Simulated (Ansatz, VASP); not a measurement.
## Two plane-wave programs on Rh

File INCAR:

```
ALGO = Fast
EDIFF = 1E-7
ENCUT = 520
GGA = PS
ISIF = 2
ISMEAR = 0
LASPH = T
LCHARG = T
LELF = T
LREAL = F
LVHAR = T
LWAVE = F
NBANDS = 14
NELM = 80
PREC = Accurate
SIGMA = 0.15
```

KPOINTS

```
k-points
0
Gamma
  28 28 28
```

The input POSCAR:

```
Rh
1.0
    0.0000000000      1.8899965803      1.8899965803
    1.7954967513      0.0000000000      1.8899965803
    1.7954967513      1.8899965803      0.0000000000
Rh
1
Direct
    0.0000000000      0.0000000000      0.0000000000
```

Input for Ansatz:

```yaml
crystal:
  lattice:
    - [0.0, 1.8899965803, 1.8899965803]
    - [1.7954967513, 0.0, 1.8899965803]
    - [1.7954967513, 1.8899965803, 0.0]
  atoms:
    - { symbol: Rh, position: [0.0, 0.0, 0.0] }
basis:
  ecutwfc: 420
kpoints:
  mp_grid: { grid: [28, 28, 28] }
hamiltonian:
  xc: pbesol
scf:
  occupations: { method: gaussian, width: 0.15 }
output:
  forces: true
  stress: true
  eigenvalues: true
  write_density: true
  write_potential: true
  elf: true
  volumetric_format: npy
```

Change from the starting cell: strain -0.0500 x Voigt [1, 0, 0, 0, 0, 0], atoms carried along.

Alike in both runs: task single point; functional PBEsol; k mesh 28 × 28 × 28; occupations gaussian, width 0.15 eV; no spin polarisation.

```csv
,VASP,Ansatz
version,VASP 6.6.1,Ansatz 0.2.0
potentials or method,"VASP PAW PBE potentials, release 64 (Rh_pv), cutoff 520 eV","scalar-relativistic, plane waves, PAW"
valence electrons in the cell,15,17
```

Ansatz gave:

| Item | Value |
| --- | --- |
| gap on the k mesh at the Fermi level (eV) | none |
| pressure (GPa) | 17.8 |
| traceless stress, the component that is largest in VASP (GPa) | 9.75 |

Which values does VASP return?

gap on the k mesh at the Fermi level (eV): none; pressure (GPa): 17.7; traceless stress, the component that is largest in VASP (GPa): 9.73.

VASP's potentials were made for PBE, not for PBEsol. A gap of «none» marks a metal or a gap that the smearing closes. The functional is the same, so the differences come from potentials, cutoffs and numerics. VASP's potentials hold 15 valence electrons a cell and Ansatz's 17, so a difference there can come from the potentials and not from the codes.
